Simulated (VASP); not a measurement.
Mg3Zn2O: relaxation of cell and atoms with PBE

Crystal: Mg3Zn2O.

```
CELL_PARAMETERS angstrom
6.06814 0.00000 0.00000
-3.03407 5.25517 0.00000
0.00000 0.00000 6.13328
ATOMIC_POSITIONS crystal
Mg 0.15570 0.31139 0.25000
Mg 0.68861 0.84430 0.25000
Mg 0.15570 0.84430 0.25000
Mg 0.84430 0.68861 0.75000
Mg 0.31139 0.15570 0.75000
Mg 0.84430 0.15570 0.75000
Zn 0.66667 0.33333 0.43826
Zn 0.33333 0.66667 0.56174
Zn 0.33333 0.66667 0.93826
Zn 0.66667 0.33333 0.06174
O 0.00000 0.00000 0.50000
O 0.00000 0.00000 0.00000
```

| Item | Value |
| --- | --- |
| Program | VASP 6.6.1 |
| Task | relaxation of cell and atoms |
| Functional | PBE |
| Potentials or basis | VASP PAW PBE potentials, release 64 (Mg, Zn, O) |
| Cutoff | 600 eV |
| k mesh | 6 × 6 × 6 |
| Occupations | gaussian, width 0.1 eV |
| Spin | no spin polarisation |
| Dipole correction | no |
| Further INCAR settings | ALGO = Normal; EDIFF = 1e-06; IBRION = 2; EDIFFG = -0.01; NSW = 100; ISIF = 3 |

```
Relaxed volume                         : 16.69 Å³/atom
Relaxed cell                           : a = 6.271 Å, b = 6.271 Å, c = 5.882 Å, α = 90.00°, β = 90.00°, γ = 120.00°
Space group after relaxing (to 0.05 Å) : P6_3/mmc (No. 194)
Energy gained by relaxing              : 4.5 meV/atom
Ionic steps                            : 19
Pressure after relaxing                : 0.0 GPa
Largest force after relaxing           : 0.005 eV/Å
Band gap on the k mesh                 : zero (band 36 reaches 3.71 eV, above the bottom of band 37 at 2.64 eV)
```

Forces on the atoms (eV/Å):
```
Mg   0.000 -0.002  0.000
Mg   0.002  0.001  0.000
Mg  -0.002  0.001  0.000
Mg   0.000  0.002  0.000
Mg  -0.002 -0.001  0.000
Mg   0.002 -0.001  0.000
Zn   0.000  0.000 -0.005
Zn   0.000  0.000  0.005
Zn   0.000  0.000 -0.005
Zn   0.000  0.000  0.005
O    0.000  0.000  0.000
O    0.000  0.000  0.000
```

Step by step:
| step | energy change (eV) | largest force (eV/Å) | pressure (GPa) | volume (Å³) |
| --- | --- | --- | --- | --- |
| 1 | 0.0000 | 0.0226 | 0.05 | 195.58 |
| 2 | -0.0093 | 0.0659 | 0.12 | 195.72 |
| 3 | -0.0118 | 0.1142 | 0.19 | 195.82 |
| 4 | -0.0190 | 0.0979 | 0.10 | 196.54 |
| 5 | -0.0327 | 0.0899 | -0.24 | 198.69 |
| 6 | -0.0349 | 0.2814 | -0.76 | 202.91 |
| 7 | -0.0384 | 0.1790 | -0.47 | 200.50 |
| 8 | -0.0422 | 0.1597 | -0.43 | 200.63 |
| 9 | -0.0508 | 0.0985 | -0.29 | 201.00 |
| 10 | -0.0436 | 0.1019 | 0.06 | 201.69 |
| 11 | -0.0525 | 0.0573 | -0.21 | 201.23 |
| 12 | -0.0525 | 0.0609 | -0.21 | 201.21 |
| 13 | -0.0533 | 0.0469 | -0.12 | 200.95 |
| 14 | -0.0538 | 0.0324 | -0.07 | 200.69 |
| 15 | -0.0540 | 0.0132 | 0.00 | 200.18 |
| 16 | -0.0540 | 0.0127 | -0.05 | 200.35 |
| 17 | -0.0540 | 0.0102 | -0.03 | 200.31 |
| 18 | -0.0540 | 0.0116 | -0.04 | 200.33 |
| 19 | -0.0541 | 0.0053 | -0.02 | 200.32 |

Final structure:
```
Mg Zn O
1.0
     6.27107    0.00000    0.00000
    -3.13554    5.43091    0.00000
     0.00000    0.00000    5.88167
Mg Zn O
6 4 2
Direct
  0.15131 0.30262 0.25000
  0.69738 0.84869 0.25000
  0.15131 0.84869 0.25000
  0.84869 0.69738 0.75000
  0.30262 0.15131 0.75000
  0.84869 0.15131 0.75000
  0.66667 0.33333 0.44625
  0.33333 0.66667 0.55375
  0.33333 0.66667 0.94625
  0.66667 0.33333 0.05375
  0.00000 0.00000 0.50000
  0.00000 0.00000 0.00000
```

Levels at points of the mesh, in eV from the Fermi level:
| k point | band 33 | band 34 | band 35 | band 36 | band 37 | band 38 | band 39 | band 40 |
| --- | --- | --- | --- | --- | --- | --- | --- | --- |
| (0.00, 0.00, 0.00) | -2.62 | -2.62 | -0.37 | -0.23 | 0.25 | 0.25 | 1.25 | 1.25 |
| (0.50, 0.00, 0.00) | -2.21 | -2.18 | -2.03 | -1.65 | 0.56 | 1.18 | 1.26 | 1.61 |
| (0.00, 0.00, 0.50) | -1.44 | -1.44 | -1.44 | -1.44 | 1.04 | 1.04 | 1.04 | 1.04 |
| (0.50, 0.00, 0.50) | -1.29 | -1.29 | -1.05 | -1.05 | 2.06 | 2.06 | 2.18 | 2.18 |

Run time: 24 min on 1 thread of Intel(R) Xeon(R) 6975P-C (Granite Rapids), with other jobs on the host, peak memory 0.51 GiB.
